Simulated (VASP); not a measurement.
Here is a VASP 6.6.1 calculation.

POSCAR

```
CO
1.0
    5.6704352200      0.0246021600      0.0747238900
    0.0246021600      5.3610308900      0.0812970300
    0.0747238900      0.0812970300      5.5284090700
C O
4 4
Direct
    0.9605468200      0.9547601600      0.9566050900
    0.5450583900      0.0446882700      0.4569654500
    0.4583186200      0.5407254800      0.0421368900
    0.0415476300      0.4554115700      0.5395683500
    0.0634985000      0.0642922500      0.0656972100
    0.4316525800      0.9361579400      0.5634826000
    0.5646149800      0.4321851300      0.9323554200
    0.9274266700      0.5695697200      0.4307693200
```

File INCAR.step1:

```
PREC = Accurate
ENCUT = 520
ISMEAR = -1
SIGMA = 0.1
LREAL = False
LASPH = True
NELM = 100
NBANDS = 30
GGA = PE
ALGO = Normal
EDIFF = 1E-4
LWAVE = True
LCHARG = False
```

File INCAR.step2:

```
PREC = Accurate
ENCUT = 520
EDIFF = 1E-6
ISMEAR = -1
SIGMA = 0.1
LREAL = False
LASPH = True
NELM = 100
ALGO = Normal
ISIF = 2
LWAVE = False
LCHARG = True
METAGGA = R2SCAN
LMIXTAU = True
LELF = True
LVHAR = True
NBANDS = 30
ISTART = 1
```

The input KPOINTS:

```
Automatic mesh
0
Gamma
  3 4 3
  0.5 0 0
```

Potentials or basis: VASP PAW PBE potentials, release 64 (C, O).

The run is started by

```console
$ cat potpaw_PBE.64/C/POTCAR potpaw_PBE.64/O/POTCAR > POTCAR
$ cp INCAR.step1 INCAR
$ mpirun -np 1 vasp_std > vasp.out
$ cp INCAR.step2 INCAR
$ mpirun -np 1 vasp_std > vasp.out
```

Task: What does it give for the pressure?

Result: 20.0 GPa.

Task: Predict the band gap on the k mesh.

Result: 7.08 eV, indirect (least direct gap 7.10 eV).

Task: Predict the largest force.

Result: 18.058 eV/Å.

Forces in eV/Å, atoms in the order of the input:
```
C    -8.300  -8.343  -8.640
C    11.136  10.061  -9.992
C   -10.303  10.244  10.586
C     5.903  -5.416   5.430
O     8.307   8.357   8.653
O   -11.147 -10.084  10.008
O    10.312 -10.250 -10.603
O    -5.909   5.432  -5.442
```

Caveat: the PAW data sets were made with another functional, which shifts forces and pressure a little. r2SCAN opens gaps a little over a GGA but as a rule still falls short of measured ones.
